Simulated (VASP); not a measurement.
# Mg (I4/mmm) in VASP: further runs

Runs on Mg. Level: PBE. Tasks: single point.

Program: VASP 6.6.1. These are calculated values, not measurements. Logs are shortened: lines on timing, memory, paths and dates and some standing lists are left out, and cuts for length are marked.

## (1) The cell of the first run

The structure is tetragonal, space group I4/mmm (No. 139). The conventional cell has a = 3.586 Å, b = 3.586 Å, c = 3.273 Å, α = 90.00°, β = 90.00°, γ = 90.00°. Mg (site symmetry 4/mmm) has 14 Mg at 3.02 to 3.59 Å within 4.0 Å.

## (2) Single point, PBE

The input, INCAR:

```
  ALGO = Normal
  EDIFF = 1E-6
  ENCUT = 520
  GGA = PE
  ISIF = 2
  ISMEAR = 0
  LASPH = T
  LCHARG = F
  LREAL = F
  LWAVE = F
  NBANDS = 7
  NELM = 80
  PREC = Accurate
  SIGMA = 0.15
```

The input, KPOINTS:

```
k-points
0
Gamma
  18 18 18
```

The input, POSCAR:

```
Mg
1.0
   -1.7927500000      1.7927500000      1.6366500000
    1.7927500000     -1.7927500000      1.6366500000
    1.7927500000      1.7927500000     -1.6366500000
Mg
1
Direct
    0.0000000000      0.0000000000      0.0000000000
```

Potentials or basis: VASP PAW PBE potentials, release 64 (Mg).

Launch:

```bash
> cat potpaw_PBE.64/Mg/POTCAR > POTCAR
> mpirun -np 1 vasp_std > vasp.out
```

OUTCAR:

```text
EDIFF = 1E-6
   ENCUT = 520
   GGA = PE
   ISIF = 2
   ISMEAR = 0
   LASPH = T
   LREAL = F
   NELM = 80
   PREC = Accurate

 ion  position               nearest neighbor table
   1  0.000  0.000  0.000-

  LATTYP: Found a body centered tetragonal cell.
 ALAT       =     3.5855000000
 C/A-ratio  =     0.9129270674

  Lattice vectors:

 A1 = (  -1.7927500000,   1.7927500000,   1.6366500000)
 A2 = (   1.7927500000,  -1.7927500000,   1.6366500000)
 A3 = (   1.7927500000,   1.7927500000,  -1.6366500000)

Analysis of symmetry for initial positions (statically):
=====================================================================
 Subroutine PRICEL returns:
 Original cell was already a primitive cell.

 Routine SETGRP: Setting up the symmetry group for a
 body centered tetragonal supercell.

 Subroutine GETGRP returns: Found 16 space group operations
 (whereof 16 operations were pure point group operations)
 out of a pool of 16 trial point group operations.

The static configuration has the point symmetry D_4h.

Analysis of symmetry for dynamics (positions and initial velocities):
=====================================================================
 Subroutine PRICEL returns:
 Original cell was already a primitive cell.

 Routine SETGRP: Setting up the symmetry group for a
 body centered tetragonal supercell.

 Subroutine GETGRP returns: Found 16 space group operations
 (whereof 16 operations were pure point group operations)
 out of a pool of 16 trial point group operations.

The dynamic configuration has the point symmetry D_4h.

 Subroutine INISYM returns: Found 16 space group operations
 (whereof 16 operations are pure point group operations),
 and found     1 'primitive' translations

----------------------------------------------------------------------------------------

                                     Primitive cell

  volume of cell :      21.0405

  direct lattice vectors                    reciprocal lattice vectors
    -1.792750000  1.792750000  1.636650000     0.000000000  0.278901130  0.305502093
     1.792750000 -1.792750000  1.636650000     0.278901130  0.000000000  0.305502093
     1.792750000  1.792750000 -1.636650000     0.278901130  0.278901130  0.000000000

  length of vectors
     3.017702495  3.017702495  3.017702495     0.413663352  0.413663352  0.394425760

  position of ions in fractional coordinates (direct lattice)
     0.000000000  0.000000000  0.000000000

  ion indices of the primitive-cell ions
[... 74 lines left out ...]
   EDIFF  = 0.1E-05   stopping-criterion for ELM
   LREAL  =      F    real-space projection
   EDIFFG = 0.1E-04   stopping-criterion for IOM
   NSW    =      0    number of steps for IOM
   IBRION =     -1    ionic relax: 0-MD 1-quasi-New 2-CG
   NFREE  =      0    steps in history (QN), initial steepest desc. (CG)
   ISIF   =      2    stress and relaxation
   ISYM   =      2    0-nonsym 1-usesym 2-fastsym
   POTIM  = 0.5000    time-step for ionic-motion
   TEBEG  =    0.0;   TEEND  =   0.0 temperature during run
   PSTRESS=    0.0 pullay stress
   NELECT =       2.0000    total number of electrons
   NUPDOWN=      -1.0000    fix difference up-down
   EMIN   =  10.00;   EMAX   =-10.00  energy-range for DOS
   EFERMI =   0.00;   METHOD = LEGACY
   ISMEAR =     0;   SIGMA  =   0.15  broadening in eV -4-tet -1-fermi 0-gaus
   EFERMI_NEDOS =   21; number of points for ismear=-14 and -15
   IALGO  =     38    algorithm
   IMIX   =      4    mixing-type and parameters
     AMIX     =   0.40;   BMIX     =  1.00
     AMIX_MAG =   1.60;   BMIX_MAG =  1.00
  volume/ion in A,a.u.               =      21.04       141.99
  Fermi-wavevector in a.u.,A,eV,Ry     =   0.747136  1.411883  7.594941  0.558212
  Thomas-Fermi vector in A             =   1.843121
   LORBIT       =      0    0 simple, 1 ext, 2 COOP (PROOUT), +10 PAW based schemes
   GGA     = PE    functional components
   LHFCALC =     F    Hartree Fock is set to
   AEXX    =    0.0000 exact exchange contribution
   IVDW    =     0    specifies the selected vdW correction
   LEPSILON=     F    determine dielectric tensor
   LRPA    =     F    only Hartree local field effects (RPA)
 non-spin polarized calculation
 Gauss-broadening in eV      SIGMA  =   0.15
  energy-cutoff  :      520.00
  volume of cell :       21.04
 maximum number of plane-waves:       580
   NGX = 11   NGY = 11   NGZ = 11

 number of electron       2.0000000 magnetization

 Free energy of the ion-electron system (eV)
  ---------------------------------------------------
  ext. energy  EPLUGINS =         0.00000000
  ---------------------------------------------------
  free energy    TOTEN  =        -1.45929272 eV

  energy without entropy =       -1.45438665  energy(sigma->0) =       -1.45683969

 E-fermi :   3.1163     XC(G=0):  -8.7674

 val. band max:        3.1097783554   @ k =  -0.4444   0.4444   0.1111
 cond. band min:       3.1248396881   @ k =  -0.3333  -0.3889   0.1111
 fundamental gap:      0.0150613327
 Fermi energy:         3.1162696319

 k-point     1 :       0.0000    0.0000    0.0000
  band No.  band energies     occupation
      1      -4.2079      2.00000
      2      15.5084      0.00000
      3      17.5046      0.00000
      4      17.5046      0.00000
      5      17.7899      0.00000
      6      18.2969      0.00000
      7      18.2969      0.00000
[... 221 lines left out ...]
 k-point    24 :      -0.2222    0.0556    0.0000
  band No.  band energies     occupation
      1      -3.2054      2.00000
      2      11.4876      0.00000
      3      12.4724      0.00000
      4      14.9246      0.00000
      5      15.5056      0.00000
      6      18.1989      0.00000
      7      20.2682      0.00000

 [... further k-points ...]

------------------------ aborting loop because EDIFF is reached ----------------------------------------

  FORCE on cell =-STRESS in cart. coord.  units (eV):
  Direction    XX          YY          ZZ          XY          YZ          ZX
  --------------------------------------------------------------------------------------
  -------------------------------------------------------------------------------------
  Total        0.4424188      0.4424188      0.5265672      0.0000000      0.0000000      0.0000000
  in kB       33.6890630     33.6890630     40.0967474      0.0000000      0.0000000      0.0000000
  external PRESSURE =      35.8249578 kB  Pullay stress =       0.0000000 kB

 VOLUME and BASIS-vectors are now :
 -----------------------------------------------------------------------------
  energy-cutoff  :      520.00
  volume of cell :       21.04
      direct lattice vectors                 reciprocal lattice vectors
    -1.792750000  1.792750000  1.636650000     0.000000000  0.278901130  0.305502093
     1.792750000 -1.792750000  1.636650000     0.278901130  0.000000000  0.305502093
     1.792750000  1.792750000 -1.636650000     0.278901130  0.278901130  0.000000000

 POSITION                                       TOTAL-FORCE (eV/Angst)
 -----------------------------------------------------------------------------------
      0.00000      0.00000      0.00000         0.000000     -0.000000      0.000000
 -----------------------------------------------------------------------------------
    total drift:                                0.000000      0.000000      0.000000

  FREE ENERGIE OF THE ION-ELECTRON SYSTEM (eV)
  ---------------------------------------------------
  free  energy   TOTEN  =        -1.4592927164 eV

  energy  without entropy=       -1.4543866539  energy(sigma->0) =       -1.45683969
```

It took 12 s on 1 thread of Intel Xeon 6975P-C (Granite Rapids), shared host; peak memory 0.19 GiB.

Results:

- Free energy: -1.4593 eV
- Pressure: 3.6 GPa
- Band gap on the k mesh: zero (band 1 reaches 6.52 eV, above the bottom of band 2 at 1.79 eV)

Levels at points of the mesh, in eV from the Fermi level:
```
           k point  band 1  band 2  band 3  band 4  band 5
(0.00, 0.00, 0.00)   -7.32   12.39   14.39   14.39   14.67
(0.50, 0.00, 0.00)   -1.44   -0.64    8.44    9.56   10.23
(0.50, 0.50, 0.00)   -1.88   -1.33   10.18   11.24   12.10
(0.50, 0.50, 0.50)    3.40    3.40    3.58    4.25    5.74
```

## (3) Single point, PBE

This run uses another cell than the first one, of 21.17 Å³/atom, 1.006 times its volume.

The input, INCAR:

```
SYSTEM = Mg
PREC = Accurate ; ENCUT = 520
EDIFF = 1E-6 ; ISMEAR = 0
SIGMA = 0.15 ; LREAL = .FALSE.
LASPH = .TRUE. ; NELM = 60
ALGO = Normal ; ISIF = 2
LWAVE = .FALSE. ; LCHARG = .TRUE.
GGA = PE ; LELF = .TRUE.
LVHAR = .TRUE. ; NBANDS = 7
```

The input, KPOINTS:

```
regular mesh
0
G
  18 18 18
  0 0 0
```

The input, POSCAR:

```
Mg
1.0
   -1.8784000000      1.8784000000      1.5003000000
    1.8784000000     -1.8784000000      1.5003000000
    1.8784000000      1.8784000000     -1.5003000000
Mg
1
Direct
    0.0000000000      0.0000000000      0.0000000000
```

Potentials or basis: VASP PAW PBE potentials, release 64 (Mg).

Launch:

```bash
> cat potpaw_PBE.64/Mg/POTCAR > POTCAR
> mpirun -np 1 vasp_std > vasp.out
```

Run time: 13 s. Hardware: 1 thread of Intel Xeon 6975P-C (Granite Rapids), shared host; peak memory 0.19 GiB.

The run converged. Its results:

* Free energy: -1.4310 eV
* Pressure: 4.3 GPa
* Band gap on the k mesh: zero (band 1 reaches 5.67 eV, above the bottom of band 2 at 1.13 eV)

Stress tensor (GPa, compression positive):
```
2.49 0.00 0.00
0.00 2.49 0.00
0.00 0.00 7.82
```

Levels at points of the mesh, in eV from the Fermi level:
```tsv
k point	band 1	band 2	band 3	band 4	band 5	band 6
(0.00, 0.00, 0.00)	-7.26	10.75	13.18	13.18	13.21	15.97
(0.50, 0.00, 0.00)	-1.07	-0.12	7.87	9.06	9.58	11.75
(0.50, 0.50, 0.00)	-2.19	-1.91	12.42	13.11	13.41	14.39
(0.50, 0.50, 0.50)	2.45	2.45	3.03	3.75	8.50	10.38
```

## (4) Single point, PBE

This run uses another cell than the first one, of 21.14 Å³/atom, 1.005 times its volume.

The input, INCAR:

```
SYSTEM = Mg
PREC     = Accurate       ! precision mode
ENCUT    = 520            ! plane-wave cutoff, eV
EDIFF    = 1E-6           ! SCF threshold, eV
ISMEAR   = 0              ! smearing method
SIGMA    = 0.15           ! smearing width, eV
LREAL    = .False.        ! projectors in reciprocal space
LASPH    = .True.         ! aspherical terms in the spheres
NELM     = 100            ! most SCF steps
ALGO     = Normal         ! electronic algorithm
ISIF     = 2              ! what is computed and relaxed
LWAVE    = .False.        ! write WAVECAR
LCHARG   = .True.         ! write CHGCAR
GGA      = PE             ! functional
LELF     = .True.         ! ELF
LVHAR    = .True.       
NBANDS   = 7              ! bands
```

The input, KPOINTS:

```
Automatic mesh
0
Gamma
  18 18 18
  0 0 0
```

The input, POSCAR:

```
Mg
1.0
   -1.8355548414      1.8355548414      1.5685000000
    1.8355548414     -1.8355548414      1.5685000000
    1.8355548414      1.8355548414     -1.5685000000
Mg
1
Direct
    0.0000000000      0.0000000000      0.0000000000
```

Launch:

```bash
> cat potpaw_PBE.64/Mg/POTCAR > POTCAR
> mpirun -np 1 vasp_std > vasp.out
```

Run time: 12 s. Hardware: 1 thread of Intel Xeon 6975P-C (Granite Rapids), shared host; peak memory 0.19 GiB.

It converged, with:

```
Free energy            : -1.4538 eV
Pressure               : 3.7 GPa
Band gap on the k mesh : zero (band 1 reaches 6.15 eV, above the bottom of band 2 at 1.45 eV)
```

Stress tensor (GPa, compression positive):
```
2.84 0.00 0.00
0.00 2.84 0.00
0.00 0.00 5.33
```

Levels at points of the mesh, in eV from the Fermi level:
```
           k point  band 1  band 2  band 3  band 4
(0.00, 0.00, 0.00)   -7.31   11.52   13.90   14.13
(0.50, 0.00, 0.00)   -1.29   -0.43    8.10    9.24
(0.50, 0.50, 0.00)   -2.06   -1.65   11.19   12.20
(0.50, 0.50, 0.50)    2.89    2.89    3.27    4.07
```

## (5) Summary

| cell | gap on the mesh (eV) | pressure (GPa) |
| --- | --- | --- |
| a = 3.018 Å, angles 107.1, 107.1, 114.3°, 1 atom | none | 3.6 |
| a = 3.051 Å, angles 104.0, 104.0, 121.1°, 1 atom | none | 4.3 |
| a = 3.033 Å, angles 105.5, 105.5, 117.7°, 1 atom | none | 3.7 |

Alike in all rows: task single point; level PBE; potentials or basis VASP PAW PBE potentials, release 64 (Mg); no spin polarisation; k mesh 18 × 18 × 18; cutoff (eV) 520; smearing gaussian 0.15 eV.

Total energies depend on the potentials used, so only differences within one code and one set of settings carry meaning.
